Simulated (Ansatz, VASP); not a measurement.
# One calculation of V, two programs

File INCAR:

```
PREC = Accurate
ENCUT = 600
EDIFF = 1E-6
ISMEAR = -1
SIGMA = 0.05
LREAL = False
LASPH = True
NELM = 150
ALGO = Normal
ISIF = 3
LWAVE = False
LCHARG = False
ISPIN = 2
MAGMOM = 2
LORBIT = 11
LMAXMIX = 4
GGA = CA
IBRION = 2
NSW = 80
EDIFFG = -0.005
```

The input KPOINTS:

```
regular mesh
0
Gamma
  9 9 9
```

POSCAR

```
V
1.0
   -1.5143500000      1.5143500000      1.5143500000
    1.5143500000     -1.5143500000      1.5143500000
    1.5143500000      1.5143500000     -1.5143500000
V
1
Direct
    0.0000000000      0.0000000000      0.0000000000
```

The input input.yaml:

```yaml
crystal:
  lattice:
    - [-1.51435, 1.51435, 1.51435]
    - [1.51435, -1.51435, 1.51435]
    - [1.51435, 1.51435, -1.51435]
  atoms:
    - { symbol: V, position: [0.0, 0.0, 0.0], spin: 2.0 }
kpoints:
  mp_grid: { grid: [9, 9, 9] }
scf:
  occupations: { method: fermi_dirac, width: 0.05 }
hamiltonian:
  xc: lda
  pseudopotentials: { kind: all_electron, lapw: { basis_error: 0.001 } }
magnetization:
  spin_polarized: true
output:
  forces: true
  stress: true
relax:
  f_tol: 0.005
  max_steps: 60
  cell: {}
```

Alike in both runs: task relaxation of cell and atoms; functional LDA; k mesh 9 × 9 × 9; occupations fermi-dirac, width 0.05 eV; collinear spin.

|  | VASP | Ansatz |
| --- | --- | --- |
| version | VASP 6.6.1 | Ansatz 0.2.0 |
| potentials or method | VASP PAW LDA potentials, release 64 (V_sv), cutoff 600 eV | all-electron LAPW, scalar-relativistic |

Ansatz gave:

| Quantity | Value |
| --- | --- |
| net moment per atom (μB) | 0.00 |
| relaxed volume (Å³/atom) | 12.44 |
| relaxed cell length with the largest relative difference (Å) | 2.528 |

Q: Estimate VASP's values.

A: net moment per atom (μB): 0.00; relaxed volume (Å³/atom): 12.47; relaxed cell length with the largest relative difference (Å): 2.530.

LDA's correlation is that of Perdew and Zunger in VASP and of Perdew and Wang (1992) in Ansatz. Ansatz ran all-electron here, and VASP with PAW potentials.

Noted on Ansatz's run: the k mesh is thin for a metal, which can move the energy by tens of meV per atom.
